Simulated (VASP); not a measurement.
Wanted: the native input for a VASP 6.6.1 run.

```yaml
Task: single point
Functional: PBE
Potentials_or_basis: VASP PAW PBE potentials, release 64 (Au, As)
Cutoff: 520 eV
k_mesh: 11 × 11 × 11
Occupations: fermi-dirac, width 0.08 eV
Spin: no spin polarisation
Dipole_correction: no
Further_INCAR_settings: ALGO = Normal; EDIFF = 1e-07; NBANDS = 15
```

The structure of AsAu (zincblende type) lies in POSCAR:

```
AsAu
1.0
    0.0000000000      2.9775593041      2.9775593041
    2.9775593041      0.0000000000      2.9775593041
    2.9775593041      2.9775593041      0.0000000000
Au As
1 1
Direct
    0.0000000000      0.0000000000      0.0000000000
    0.2500000000      0.2500000000      0.2500000000
```

One way to write it, as run:

INCAR

```
SYSTEM = AsAu
ALGO     = Normal         ! electronic algorithm
EDIFF    = 1E-7           ! SCF threshold, eV
ENCUT    = 520            ! plane-wave cutoff, eV
GGA      = PE             ! functional
ISIF     = 2              ! what is computed and relaxed
ISMEAR   = -1             ! smearing method
LASPH    = .True.         ! aspherical terms in the spheres
LCHARG   = .True.         ! write CHGCAR
LELF     = .True.         ! ELF
LREAL    = .False.        ! projectors in reciprocal space
LVHAR    = .True.       
LWAVE    = .False.        ! write WAVECAR
NBANDS   = 15             ! bands
NELM     = 80             ! most SCF steps
PREC     = Accurate       ! precision mode
SIGMA    = 0.08           ! smearing width, eV
```

KPOINTS

```
k-points
0
Gamma
  11 11 11
  0 0 0
```

Potentials or basis: VASP PAW PBE potentials, release 64 (Au, As).

The run is started by

```console
$ cat potpaw_PBE.64/Au/POTCAR potpaw_PBE.64/As/POTCAR > POTCAR
$ mpirun -np 1 vasp_std > vasp.out
```

It gave:

| Item | Value |
| --- | --- |
| Pressure | -3.6 GPa |
| Band gap on the k mesh | zero (bands 8 and 9 overlap by 3.28 eV) |

Caveat: the cell stands under tension; spin-orbit coupling is left out, which moves the levels of the heavy elements.

Run time: 55 s on 1 thread of Intel Xeon 8259CL, on a shared host, peak memory 0.2 GiB.
